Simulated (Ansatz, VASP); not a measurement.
# One calculation of CaO, two programs

The input INCAR:

```
PREC     = Accurate       # precision mode
ENCUT    = 600            # plane-wave cutoff, eV
EDIFF    = 1E-7           # SCF threshold, eV
ISMEAR   = -1             # smearing method
SIGMA    = 0.01           # smearing width, eV
LREAL    = False          # projectors in reciprocal space
LASPH    = True           # aspherical terms in the spheres
NELM     = 120            # most SCF steps
ALGO     = Normal         # electronic algorithm
ISIF     = 3              # what is computed and relaxed
LWAVE    = False          # write WAVECAR
LCHARG   = False          # write CHGCAR
GGA      = PE             # functional
IBRION   = 2              # ionic algorithm
NSW      = 80             # ionic steps
EDIFFG   = -0.02          # ionic threshold
GGA_COMPAT= False        
NELMIN   = 4
```

KPOINTS

```
regular mesh
0
Gamma
  7 7 7
```

POSCAR

```
CaO
1.0
    0.0000000000      2.4065000000      2.4065000000
    2.4065000000      0.0000000000      2.4065000000
    2.4065000000      2.4065000000      0.0000000000
Ca O
1 1
Direct
    0.0000000000      0.0000000000      0.0000000000
    0.5000000000      0.5000000000      0.5000000000
```

Input for Ansatz:

```yaml
crystal:
  lattice:
    - [0.0, 2.4065, 2.4065]
    - [2.4065, 0.0, 2.4065]
    - [2.4065, 2.4065, 0.0]
  atoms:
    - { symbol: Ca, position: [0.0, 0.0, 0.0] }
    - { symbol: O, position: [0.5, 0.5, 0.5] }
basis:
  ecutwfc: 450.0
kpoints:
  mp_grid:
    grid: [7, 7, 7]
hamiltonian:
  xc: pbe
scf:
  occupations:
    method: fermi_dirac
    width: 0.01
relax:
  f_tol: 0.02
  cell: {}
output:
  write_density: true
  volumetric_format: cube
  stress: true
```

Alike in both runs: task relaxation of cell and atoms; functional PBE; k mesh 7 × 7 × 7; occupations fermi-dirac, width 0.01 eV; no spin polarisation.

|  | VASP | Ansatz |
| --- | --- | --- |
| version | VASP 6.6.1 | Ansatz 0.2.0 |
| potentials or method | VASP PAW PBE potentials, release 64 (Ca_sv, O), cutoff 600 eV | plane waves, PAW |
| valence electrons in the cell | 16 | 16 |

Ansatz gave:

- relaxed volume (Å³/atom): 14.09
- relaxed cell length with the largest relative difference (Å): 3.416

Q: Estimate VASP's values.

A: Relaxed volume (Å³/atom): 14.15; relaxed cell length with the largest relative difference (Å): 3.421.
